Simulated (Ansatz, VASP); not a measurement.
## One calculation of Na, two programs

INCAR

```
SYSTEM = Na
ALGO = Fast
EDIFF = 1E-6
ENCUT = 520
GGA = PS
ISIF = 2
ISMEAR = 0
LASPH = .TRUE.
LCHARG = .FALSE.
LREAL = .FALSE.
LWAVE = .FALSE.
NBANDS = 14
NELM = 100
PREC = Accurate
SIGMA = 0.15
```

Contents of KPOINTS:

```
k-points
0
G
  12 12 10
  0 0 0
```

File POSCAR:

```
Na
1.0
    0.0000000000     -3.7271439106      0.0000000000
   -3.7271439106      0.0000000000      0.0000000000
    0.0000000000      0.0000000000     -5.2241838134
Na
2
Direct
    0.5000000000      0.6094671979      0.5604879176
    0.0000000000     -0.1094671979     -0.0604879176
```

Input for Ansatz:

```yaml
crystal:
  lattice:
    - [0.0, -3.7271439106, 0.0]
    - [-3.7271439106, 0.0, 0.0]
    - [0.0, 0.0, -5.2241838134]
  atoms:
    - { symbol: Na, position: [0.5, 0.6094671979, 0.5604879176] }
    - { symbol: Na, position: [0.0, -0.1094671979, -0.0604879176] }
basis:
  ecutwfc: 520.0
kpoints:
  mp_grid: { grid: [12, 12, 10] }
hamiltonian:
  xc: pbesol
scf:
  occupations: { method: gaussian, width: 0.15 }
output:
  forces: true
  stress: true
  eigenvalues: true
```

Change from the starting cell: mode 4 frozen in at -0.408 Å and mode 6 at -0.316 Å (largest displacements).

Alike in both runs: task single point; functional PBEsol; k mesh 12 × 12 × 10; occupations gaussian, width 0.15 eV; no spin polarisation.

|  | VASP | Ansatz |
| --- | --- | --- |
| version | VASP 6.6.1 | Ansatz 0.2.0 |
| potentials or method | VASP PAW PBE potentials, release 64 (Na_pv), cutoff 520 eV | scalar-relativistic, plane waves, PAW |
| valence electrons in the cell | 14 | 18 |

```csv
,VASP,Ansatz,Ansatz less VASP
gap on the k mesh at the Fermi level (eV),none,none,-
pressure (GPa),1.1,1.1,0.00
"traceless stress, the component that is largest in VASP (GPa)",-1.27,-1.27,+0.001
rms of the force components (eV/Å),0.458,0.457,-0.0010
```

VASP's potentials were made for PBE, not for PBEsol. Atom by atom the forces differ by 0.001 eV/Å (rms over components). A gap of «none» marks a metal or a gap that the smearing closes. The functional is the same, so the differences come from potentials, cutoffs and numerics. VASP's potentials hold 14 valence electrons a cell and Ansatz's 18, so a difference there can come from the potentials and not from the codes.
